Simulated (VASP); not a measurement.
Set up this calculation in VASP 6.6.1, as the native input.

```
Task                   : single point
Functional             : r2SCAN
Potentials or basis    : VASP PAW PBE potentials, release 64 (Ti_sv, B)
Cutoff                 : 520 eV
k mesh                 : 11 × 11 × 9
Occupations            : fermi-dirac, width 0.15 eV
Spin                   : no spin polarisation
Dipole correction      : no
Further INCAR settings : ALGO = Normal; EDIFF = 1e-06; NBANDS = 16
```

TiB2:

```
Ti B
1.0
     3.10792    0.00000    0.00000
    -1.55396    2.69153    0.00000
     0.00000    0.00000    3.31229
Ti B
1 2
Cartesian
  0.0000 0.0000 0.0000
  0.0000 1.7944 1.6561
  1.5540 0.8972 1.6561
```

These files were run (other wordings do the same):

POSCAR

```
TiB2
1.0
    3.1079154826      0.0000000000      0.0000000000
   -1.5539577413      2.6915336036      0.0000000000
    0.0000000000      0.0000000000      3.3122918078
Ti B
1 2
Direct
    0.0000000000      0.0000000000      0.0000000000
    0.3333333333      0.6666666667      0.5000000000
    0.6666666667      0.3333333333      0.5000000000
```

INCAR.step1

```
ALGO     = Normal         # electronic algorithm
EDIFF    = 1E-4           # SCF threshold, eV
ENCUT    = 520            # plane-wave cutoff, eV
GGA      = PE             # functional
ISMEAR   = -1             # smearing method
LASPH    = T              # aspherical terms in the spheres
LCHARG   = F              # write CHGCAR
LREAL    = F              # projectors in reciprocal space
LWAVE    = T              # write WAVECAR
NBANDS   = 16             # bands
NELM     = 80             # most SCF steps
PREC     = Accurate       # precision mode
SIGMA    = 0.15           # smearing width, eV
```

INCAR.step2

```
ALGO     = Normal         # electronic algorithm
EDIFF    = 1E-6           # SCF threshold, eV
ENCUT    = 520            # plane-wave cutoff, eV
ISIF     = 2              # what is computed and relaxed
ISMEAR   = -1             # smearing method
ISTART   = 1            
LASPH    = T              # aspherical terms in the spheres
LCHARG   = F              # write CHGCAR
LMIXTAU  = T            
LREAL    = F              # projectors in reciprocal space
LWAVE    = F              # write WAVECAR
METAGGA  = R2SCAN         # meta-GGA
NBANDS   = 16             # bands
NELM     = 80             # most SCF steps
PREC     = Accurate       # precision mode
SIGMA    = 0.15           # smearing width, eV
```

KPOINTS

```
k-points
0
Gamma
  11 11 9
```

Potentials or basis: VASP PAW PBE potentials, release 64 (Ti_sv, B).

The run is started by

```sh
$ cat potpaw_PBE.64/Ti_sv/POTCAR potpaw_PBE.64/B/POTCAR > POTCAR
$ cp INCAR.step1 INCAR
$ mpirun -np 1 vasp_std > vasp.out
$ cp INCAR.step2 INCAR
$ mpirun -np 1 vasp_std > vasp.out
```

It gave:

```json
{"Pressure": "-17.6 GPa", "Band gap on the k mesh": "zero (band 9 reaches 9.48 eV, above the bottom of band 10 at 9.08 eV)"}
```

Caveat: the PAW data sets were made with another functional, which shifts forces and pressure a little.

It took 88 s on 1 thread of Intel(R) Xeon(R) Platinum 8488C (Sapphire Rapids), with other jobs on the host, peak memory 0.17 GiB.
